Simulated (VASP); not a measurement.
# CdTe (F-43m) in VASP: further runs

Runs on CdTe. Level: PBE. Tasks: single point.

Program: VASP 6.6.1. These are calculated values, not measurements. Logs are shortened: lines on timing, memory, paths and dates and some standing lists are left out, and cuts for length are marked.

## Step 1: The cell of the first run

It takes space group F-43m (No. 216, cubic). The conventional cell has a = 5.828 Å, b = 5.828 Å, c = 5.828 Å, α = 90.00°, β = 90.00°, γ = 90.00°. Cd (site symmetry -43m) has 4 Te at 2.52 Å within 3.3 Å. Within 3.3 Å of Te (site symmetry -43m) lie 4 Cd at 2.52 Å.

## Step 2: Single point, PBE

The input, INCAR:

```
SYSTEM = CdTe
  ALGO = Normal
  EDIFF = 1E-6
  ENCUT = 520
  GGA = PE
  ISIF = 2
  ISMEAR = -1
  LASPH = .TRUE.
  LCHARG = .FALSE.
  LREAL = .FALSE.
  LWAVE = .FALSE.
  NBANDS = 16
  NELM = 100
  PREC = Accurate
  SIGMA = 0.03
```

The input, KPOINTS:

```
k-points
0
G
  8 8 8
  0 0 0
```

The input, POSCAR:

```
CdTe
1.0
    0.0000000000      2.9142017607      2.9142017607
    2.9142017607      0.0000000000      2.9142017607
    2.9142017607      2.9142017607      0.0000000000
Cd Te
1 1
Direct
    0.0000000000      0.0000000000      0.0000000000
    0.7500000000      0.7500000000      0.7500000000
```

Potentials or basis: VASP PAW PBE potentials, release 64 (Cd, Te).

Run with:

```bash
cat potpaw_PBE.64/Cd/POTCAR potpaw_PBE.64/Te/POTCAR > POTCAR
mpirun -np 1 vasp_std > vasp.out
```

OUTCAR:

```text
SYSTEM = CdTe
   EDIFF = 1E-6
   ENCUT = 520
   GGA = PE
   ISIF = 2
   ISMEAR = -1
   LASPH = .TRUE.
   LREAL = .FALSE.
   NELM = 100
   PREC = Accurate

 ion  position               nearest neighbor table
   1  0.000  0.000  0.000-   2 2.52   2 2.52   2 2.52   2 2.52
   2  0.750  0.750  0.750-   1 2.52   1 2.52   1 2.52   1 2.52

  LATTYP: Found a face centered cubic cell.
 ALAT       =     5.8284035214

  Lattice vectors:

 A1 = (   0.0000000000,   2.9142017607,   2.9142017607)
 A2 = (   2.9142017607,   0.0000000000,   2.9142017607)
 A3 = (   2.9142017607,   2.9142017607,   0.0000000000)

Analysis of symmetry for initial positions (statically):
=====================================================================
 Subroutine PRICEL returns:
 Original cell was already a primitive cell.

 Routine SETGRP: Setting up the symmetry group for a
 face centered cubic supercell.

 Subroutine GETGRP returns: Found 24 space group operations
 (whereof 24 operations were pure point group operations)
 out of a pool of 48 trial point group operations.

The static configuration has the point symmetry T_d .

Analysis of symmetry for dynamics (positions and initial velocities):
=====================================================================
 Subroutine PRICEL returns:
 Original cell was already a primitive cell.

 Routine SETGRP: Setting up the symmetry group for a
 face centered cubic supercell.

 Subroutine GETGRP returns: Found 24 space group operations
 (whereof 24 operations were pure point group operations)
 out of a pool of 48 trial point group operations.

The dynamic configuration has the point symmetry T_d .

 Subroutine INISYM returns: Found 24 space group operations
 (whereof 24 operations are pure point group operations),
 and found     1 'primitive' translations

----------------------------------------------------------------------------------------

                                     Primitive cell

  volume of cell :      49.4981

  direct lattice vectors                    reciprocal lattice vectors
     0.000000000  2.914201761  2.914201761    -0.171573570  0.171573570  0.171573570
     2.914201761  0.000000000  2.914201761     0.171573570 -0.171573570  0.171573570
     2.914201761  2.914201761  0.000000000     0.171573570  0.171573570 -0.171573570

  length of vectors
     4.121303653  4.121303653  4.121303653     0.297174141  0.297174141  0.297174141

  position of ions in fractional coordinates (direct lattice)
[... 68 lines left out ...]
   NGXF,Y,Z  is equivalent  to a cutoff of  25.82, 25.82, 25.82 a.u.
 SYSTEM =  CdTe
   PREC   = accura    normal or accurate (medium, high low for compatibility)
   ISTART =      0    job   : 0-new  1-cont  2-samecut
   ICHARG =      2    charge: 1-file 2-atom 10-const
   ISPIN  =      1    spin polarized calculation?
   LNONCOLLINEAR =      F non collinear calculations
   LSORBIT =      F    spin-orbit coupling
   LASPH  =      T    aspherical Exc in radial PAW
   ENCUT  =  520.0 eV  38.22 Ry    6.18 a.u.   7.66  7.66  7.66*2*pi/ulx,y,z
   NELM   =    100;   NELMIN=  2; NELMDL= -5     # of ELM steps
   EDIFF  = 0.1E-05   stopping-criterion for ELM
   LREAL  =      F    real-space projection
   EDIFFG = 0.1E-04   stopping-criterion for IOM
   NSW    =      0    number of steps for IOM
   IBRION =     -1    ionic relax: 0-MD 1-quasi-New 2-CG
   NFREE  =      0    steps in history (QN), initial steepest desc. (CG)
   ISIF   =      2    stress and relaxation
   ISYM   =      2    0-nonsym 1-usesym 2-fastsym
   POTIM  = 0.5000    time-step for ionic-motion
   TEBEG  =    0.0;   TEEND  =   0.0 temperature during run
   PSTRESS=    0.0 pullay stress
   NELECT =      18.0000    total number of electrons
   NUPDOWN=      -1.0000    fix difference up-down
   EMIN   =  10.00;   EMAX   =-10.00  energy-range for DOS
   EFERMI =   0.00;   METHOD = LEGACY
   ISMEAR =    -1;   SIGMA  =   0.03  broadening in eV -4-tet -1-fermi 0-gaus
   EFERMI_NEDOS =   21; number of points for ismear=-14 and -15
   IALGO  =     38    algorithm
   IMIX   =      4    mixing-type and parameters
     AMIX     =   0.40;   BMIX     =  1.00
     AMIX_MAG =   1.60;   BMIX_MAG =  1.00
  volume/ion in A,a.u.               =      24.75       167.01
  Fermi-wavevector in a.u.,A,eV,Ry     =   1.168520  2.208182 18.577917  1.365438
  Thomas-Fermi vector in A             =   2.305005
   LORBIT       =      0    0 simple, 1 ext, 2 COOP (PROOUT), +10 PAW based schemes
   GGA     = PE    functional components
[... 5 lines left out ...]
 non-spin polarized calculation
  energy-cutoff  :      520.00
  volume of cell :       49.50
 maximum number of plane-waves:      1363
   NGX = 15   NGY = 15   NGZ = 15

 number of electron      18.0000005 magnetization

 Free energy of the ion-electron system (eV)
  ---------------------------------------------------
  ext. energy  EPLUGINS =         0.00000000
  ---------------------------------------------------
  free energy    TOTEN  =        -3.12327628 eV

  energy without entropy =       -3.12327628  energy(sigma->0) =       -3.12327628

 E-fermi :   6.5722     XC(G=0): -10.0805

 val. band max:        5.9386778612   @ k =   0.0000   0.0000   0.0000
 cond. band min:       7.6305941242   @ k =   0.5000   0.5000   0.0000
 fundamental gap:      1.6919162629
 Fermi energy:         6.5721876682

 k-point     1 :       0.0000    0.0000    0.0000
  band No.  band energies     occupation
      1      -7.6686      2.00000
      2      -4.0889      2.00000
      3      -4.0889      2.00000
      4      -4.0889      2.00000
      5      -3.5154      2.00000
      6      -3.5154      2.00000
[... 433 lines left out ...]
      3      -3.8663      2.00000
      4      -3.5682      2.00000
      5      -3.5123      2.00000
      6      -2.6306      2.00000
[... 8 lines left out ...]
     15      16.2548      0.00000
     16      17.4948      0.00000

 [... further k-points ...]
[... 5 lines left out ...]
  --------------------------------------------------------------------------------------
  -------------------------------------------------------------------------------------
  Total       10.4145640     10.4145640     10.4145640      0.0000000      0.0000000      0.0000000
  in kB      337.1031664    337.1031664    337.1031664      0.0000000      0.0000000      0.0000000
  external PRESSURE =     337.1031664 kB  Pullay stress =       0.0000000 kB

 VOLUME and BASIS-vectors are now :
 -----------------------------------------------------------------------------
  energy-cutoff  :      520.00
  volume of cell :       49.50
      direct lattice vectors                 reciprocal lattice vectors
     0.000000000  2.914201761  2.914201761    -0.171573570  0.171573570  0.171573570
     2.914201761  0.000000000  2.914201761     0.171573570 -0.171573570  0.171573570
     2.914201761  2.914201761  0.000000000     0.171573570  0.171573570 -0.171573570

 POSITION                                       TOTAL-FORCE (eV/Angst)
 -----------------------------------------------------------------------------------
      0.00000      0.00000      0.00000        -0.000000     -0.000000     -0.000000
      4.37130      4.37130      4.37130         0.000000      0.000000      0.000000
 -----------------------------------------------------------------------------------
    total drift:                               -0.000000     -0.000000     -0.000000

  FREE ENERGIE OF THE ION-ELECTRON SYSTEM (eV)
  ---------------------------------------------------
  free  energy   TOTEN  =        -3.1232762824 eV

  energy  without entropy=       -3.1232762824  energy(sigma->0) =       -3.12327628
```

OSZICAR:

```text
N       E                     dE             d eps       ncg     rms          rms(c)
DAV:   1     0.106377011033E+03    0.10638E+03   -0.89082E+03   944   0.102E+03
DAV:   2    -0.200335937168E+00   -0.10658E+03   -0.10164E+03  1120   0.248E+02
DAV:   3    -0.336945126945E+01   -0.31691E+01   -0.31652E+01  1136   0.449E+01
DAV:   4    -0.339428923149E+01   -0.24838E-01   -0.24837E-01  1344   0.365E+00
DAV:   5    -0.339444801517E+01   -0.15878E-03   -0.15878E-03  1192   0.205E-01    0.114E+01
DAV:   6    -0.314915118716E+01    0.24530E+00   -0.40418E-01  1152   0.995E+00    0.826E+00
DAV:   7    -0.312371282199E+01    0.25438E-01   -0.17583E-01  1112   0.307E+00    0.214E+00
DAV:   8    -0.312317724976E+01    0.53557E-03   -0.19778E-02  1008   0.185E+00    0.752E-01
DAV:   9    -0.312320155183E+01   -0.24302E-04   -0.15567E-03  1136   0.375E-01    0.215E-01
DAV:  10    -0.312325857816E+01   -0.57026E-04   -0.12351E-04  1168   0.944E-02    0.649E-02
DAV:  11    -0.312327356457E+01   -0.14986E-04   -0.34021E-05  1056   0.531E-02    0.131E-02
DAV:  12    -0.312327603089E+01   -0.24663E-05   -0.41737E-06  1120   0.219E-02    0.482E-03
DAV:  13    -0.312327628242E+01   -0.25153E-06   -0.91043E-07   872   0.780E-03
   1 F= -.31232763E+01 E0= -.31232763E+01  d E =-.524985E-11
```

stdout:

```text
POSCAR found type information on POSCAR CdTe
 POSCAR found :  2 types and       2 ions
 scaLAPACK will be used
 LDA part: xc-table for (Slater+PW92), standard interpolation
 POSCAR, INCAR and KPOINTS ok, starting setup
 FFT: planning ... GRIDC
 FFT: planning ... GRID_SOFT
 FFT: planning ... GRID
 WAVECAR not read
 entering main loop
```

It took 9.5 s on 1 thread of Intel Xeon 6975P-C (Granite Rapids), shared host; peak memory 0.18 GiB.

What came out:

```yaml
Free_energy: -3.1233 eV
Pressure: 33.7 GPa
Band_gap_on_the_k_mesh: 1.69 eV, indirect (least direct gap 1.76 eV)
```

Caveat: spin-orbit coupling is left out, which moves the levels of the heavy elements.

(Continued in part 2 of 2.)
